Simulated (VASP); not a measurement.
# TlBr in VASP: notebook, part 2 of 2

VASP 6.6.1. The steps go on from the part before.

## Step 3: Single point, PBEsol

File INCAR:

```
SYSTEM = TlBr
PREC     = Accurate       ! precision mode
ENCUT    = 500            ! plane-wave cutoff, eV
EDIFF    = 1E-6           ! SCF threshold, eV
ISMEAR   = 0              ! smearing method
SIGMA    = 0.01           ! smearing width, eV
LREAL    = .False.        ! projectors in reciprocal space
LASPH    = .True.         ! aspherical terms in the spheres
NELM     = 120            ! most SCF steps
ALGO     = Normal         ! electronic algorithm
ISIF     = 2              ! what is computed and relaxed
LWAVE    = .False.        ! write WAVECAR
LCHARG   = .False.        ! write CHGCAR
GGA      = PS             ! functional
NBANDS   = 17             ! bands
GGA_COMPAT= .False.
```

File KPOINTS:

```
regular mesh
0
Gamma
  6 6 6
  0 0 0
```

File POSCAR:

```
TlBr
1.0
    3.9145325493      0.0000000000      0.0000000000
    0.0000000000      3.9145325493      0.0000000000
    0.0000000000      0.0000000000      3.9145325493
Tl Br
1 1
Direct
    0.0000000000      0.0000000000      0.0000000000
    0.5000000000      0.5000000000      0.5000000000
```

Potentials or basis: VASP PAW PBE potentials, release 64 (Tl_d, Br).

On the command line:

```bash
> cat potpaw_PBE.64/Tl_d/POTCAR potpaw_PBE.64/Br/POTCAR > POTCAR
> mpirun -np 1 vasp_std > vasp.out
```

OUTCAR:

```text
SYSTEM = TlBr
   PREC = Accurate
   ENCUT = 500
   EDIFF = 1E-6
   ISMEAR = 0
   LREAL = .False.
   LASPH = .True.
   NELM = 120
   ISIF = 2
   GGA = PS

 ion  position               nearest neighbor table
   1  0.000  0.000  0.000-   2 3.39   2 3.39   2 3.39   2 3.39   2 3.39   2 3.39   2 3.39   2 3.39

   2  0.500  0.500  0.500-   1 3.39   1 3.39   1 3.39   1 3.39   1 3.39   1 3.39   1 3.39   1 3.39

  LATTYP: Found a simple cubic cell.
 ALAT       =     3.9145325493

  Lattice vectors:

 A1 = (   3.9145325493,   0.0000000000,   0.0000000000)
 A2 = (   0.0000000000,   3.9145325493,   0.0000000000)
 A3 = (   0.0000000000,   0.0000000000,   3.9145325493)

Analysis of symmetry for initial positions (statically):
=====================================================================
 Subroutine PRICEL returns:
 Original cell was already a primitive cell.

 Routine SETGRP: Setting up the symmetry group for a
 simple cubic supercell.

 Subroutine GETGRP returns: Found 48 space group operations
 (whereof 48 operations were pure point group operations)
 out of a pool of 48 trial point group operations.

The static configuration has the point symmetry O_h .

Analysis of symmetry for dynamics (positions and initial velocities):
=====================================================================
 Subroutine PRICEL returns:
 Original cell was already a primitive cell.

 Routine SETGRP: Setting up the symmetry group for a
 simple cubic supercell.

 Subroutine GETGRP returns: Found 48 space group operations
 (whereof 48 operations were pure point group operations)
 out of a pool of 48 trial point group operations.

The dynamic configuration has the point symmetry O_h .

 Subroutine INISYM returns: Found 48 space group operations
 (whereof 48 operations are pure point group operations),
 and found     1 'primitive' translations

----------------------------------------------------------------------------------------
[... 106 lines left out ...]
   IMIX   =      4    mixing-type and parameters
     AMIX     =   0.40;   BMIX     =  1.00
     AMIX_MAG =   1.60;   BMIX_MAG =  1.00
  volume/ion in A,a.u.               =      29.99       202.40
  Fermi-wavevector in a.u.,A,eV,Ry     =   1.135198  2.145213 17.533479  1.288674
  Thomas-Fermi vector in A             =   2.271902
   LORBIT       =      0    0 simple, 1 ext, 2 COOP (PROOUT), +10 PAW based schemes
   GGA     = PS    functional components
   LHFCALC =     F    Hartree Fock is set to
   AEXX    =    0.0000 exact exchange contribution
   IVDW    =     0    specifies the selected vdW correction
   LEPSILON=     F    determine dielectric tensor
   LRPA    =     F    only Hartree local field effects (RPA)
 non-spin polarized calculation
 Gauss-broadening in eV      SIGMA  =   0.01
  energy-cutoff  :      500.00
  volume of cell :       59.98
 maximum number of plane-waves:      1568
 NGX is ok and might be reduce to    30
   NGX = 15   NGY = 15   NGZ = 15

 number of electron      19.9999996 magnetization

 Free energy of the ion-electron system (eV)
  ---------------------------------------------------
  ext. energy  EPLUGINS =         0.00000000
  ---------------------------------------------------
  free energy    TOTEN  =        -6.03069394 eV

  energy without entropy =       -6.03069394  energy(sigma->0) =       -6.03069394

 E-fermi :   2.9109     XC(G=0):  -9.4205

 val. band max:        2.8060177079   @ k =   0.5000   0.0000   0.0000
 cond. band min:       4.3974076855   @ k =   0.5000   0.0000   0.0000
 fundamental gap:      1.5913899775
 Fermi energy:         2.9108870232

 k-point     1 :       0.0000    0.0000    0.0000
  band No.  band energies     occupation
      1     -11.2628      2.00000
      2      -7.3714      2.00000
      3      -7.3714      2.00000
      4      -7.1641      2.00000
      5      -7.1641      2.00000
      6      -7.1641      2.00000
[... 377 lines left out ...]
      4      -7.3340      2.00000
      5      -7.0946      2.00000
      6      -7.0946      2.00000
[... 9 lines left out ...]
     16      15.7589      0.00000
     17      19.3237      0.00000

------------------------ aborting loop because EDIFF is reached ----------------------------------------

  FORCE on cell =-STRESS in cart. coord.  units (eV):
  Direction    XX          YY          ZZ          XY          YZ          ZX
  --------------------------------------------------------------------------------------
  -------------------------------------------------------------------------------------
  Total       -0.0051033     -0.0051033     -0.0051033      0.0000000      0.0000000     -0.0000000
  in kB       -0.1363088     -0.1363088     -0.1363088      0.0000000      0.0000000     -0.0000000
  external PRESSURE =      -0.1363088 kB  Pullay stress =       0.0000000 kB

 VOLUME and BASIS-vectors are now :
 -----------------------------------------------------------------------------
  energy-cutoff  :      500.00
  volume of cell :       59.98
      direct lattice vectors                 reciprocal lattice vectors
     3.914532549  0.000000000  0.000000000     0.255458343  0.000000000  0.000000000
     0.000000000  3.914532549  0.000000000     0.000000000  0.255458343  0.000000000
     0.000000000  0.000000000  3.914532549     0.000000000  0.000000000  0.255458343

 POSITION                                       TOTAL-FORCE (eV/Angst)
 -----------------------------------------------------------------------------------
      0.00000      0.00000      0.00000         0.000000      0.000000      0.000000
      1.95727      1.95727      1.95727         0.000000      0.000000      0.000000
 -----------------------------------------------------------------------------------
    total drift:                                0.000000     -0.000000     -0.000000

  FREE ENERGIE OF THE ION-ELECTRON SYSTEM (eV)
  ---------------------------------------------------
  free  energy   TOTEN  =        -6.0306939381 eV

  energy  without entropy=       -6.0306939381  energy(sigma->0) =       -6.03069394
```

OSZICAR:

```text
N       E                     dE             d eps       ncg     rms          rms(c)
DAV:   1     0.948830516493E+02    0.94883E+02   -0.95782E+03   688   0.998E+02
DAV:   2    -0.285311423138E+01   -0.97736E+02   -0.94513E+02   859   0.219E+02
DAV:   3    -0.622061032332E+01   -0.33675E+01   -0.33597E+01   781   0.362E+01
DAV:   4    -0.624033376644E+01   -0.19723E-01   -0.19721E-01   858   0.324E+00
DAV:   5    -0.624051308113E+01   -0.17931E-03   -0.17931E-03   815   0.302E-01    0.317E+00
DAV:   6    -0.605052793437E+01    0.18999E+00   -0.29697E-01   718   0.290E+00    0.182E+00
DAV:   7    -0.603141697675E+01    0.19111E-01   -0.90348E-02   759   0.139E+00    0.908E-01
DAV:   8    -0.603089158704E+01    0.52539E-03   -0.12213E-02   751   0.720E-01    0.180E-01
DAV:   9    -0.603063920410E+01    0.25238E-03   -0.10008E-03   754   0.183E-01    0.600E-02
DAV:  10    -0.603069722873E+01   -0.58025E-04   -0.14291E-04   757   0.627E-02    0.187E-02
DAV:  11    -0.603069370083E+01    0.35279E-05   -0.16416E-05   788   0.259E-02    0.591E-03
DAV:  12    -0.603069393811E+01   -0.23728E-06   -0.12650E-06   612   0.663E-03
   1 F= -.60306939E+01 E0= -.60306939E+01  d E =-.135593E-51
```

Run time: 11 s. Hardware: 1 thread of Intel Xeon 6975P-C (Granite Rapids), shared host; peak memory 0.17 GiB.

Results:

```yaml
Free_energy: -6.0307 eV
Pressure: 0.0 GPa
Band_gap_on_the_k_mesh: 1.59 eV, direct
```

Caveat: the PAW data sets were made with another functional, which shifts forces and pressure a little; spin-orbit coupling is left out, which moves the levels of the heavy elements.

## Step 4: Single point, PBEsol

File INCAR:

```
ALGO = Normal
EDIFF = 1E-6
ENCUT = 500
GGA = PS
GGA_COMPAT = F
ISIF = 2
ISMEAR = -4
LASPH = T
LCHARG = F
LREAL = F
LWAVE = F
NBANDS = 17
NELM = 120
PREC = Accurate
SIGMA = 0.1
```

File KPOINTS:

```
k-points
0
Gamma
  6 6 6
```

POSCAR is that of step 3.

On the command line:

```bash
> cat potpaw_PBE.64/Tl_d/POTCAR potpaw_PBE.64/Br/POTCAR > POTCAR
> mpirun -np 1 vasp_std > vasp.out
```

Run time: 11 s. Hardware: 1 thread of Intel Xeon 6975P-C (Granite Rapids), shared host; peak memory 0.17 GiB.

It converged, with:

```
Free energy            : -6.0307 eV
Pressure               : 0.0 GPa
Band gap on the k mesh : 1.59 eV, direct
```

Levels at points of the mesh, in eV from the valence-band top:
```
           k point  band 8  band 9  band 10  band 11  band 12  band 13
(0.00, 0.00, 0.00)   -1.55   -1.55    -1.55     6.72     6.72     7.33
(0.50, 0.00, 0.00)   -0.97   -0.97     0.00     1.59     5.66     5.66
(0.50, 0.50, 0.00)   -3.34   -3.34    -0.89     4.84     4.84     7.48
(0.50, 0.50, 0.50)   -2.20   -2.20    -2.20     1.81     1.81     1.81
```

Caveat: the PAW data sets were made with another functional, which shifts forces and pressure a little; spin-orbit coupling is left out, which moves the levels of the heavy elements.

## Step 5: The runs side by side

| task | spin | cell | cutoff (eV) | smearing | gap on the mesh (eV) | pressure (GPa) |
| --- | --- | --- | --- | --- | --- | --- |
| relaxation of the atoms | non-collinear, zero start, SOC | atoms relaxed from a = 3.915 Å, angles 89.7°, 2 atoms | 450 | gaussian 0.01 eV | - | -0.1 |
| single point | off | a = 3.915 Å, 2 atoms | 500 | gaussian 0.01 eV | 1.59 | 0.0 |
| single point | off | a = 3.915 Å, 2 atoms | 500 | tetrahedron | 1.59 | 0.0 |

Alike in all rows: level PBEsol; potentials or basis VASP PAW PBE potentials, release 64 (Tl_d, Br); k mesh 6 × 6 × 6.

Caveats: the PAW data sets were made with another functional, which shifts forces and pressure a little; spin-orbit coupling is left out, which moves the levels of the heavy elements (some runs); the relaxation stopped at its first step, so nothing moved (some runs).

Absolute energies hang on the potentials; compare differences alone.
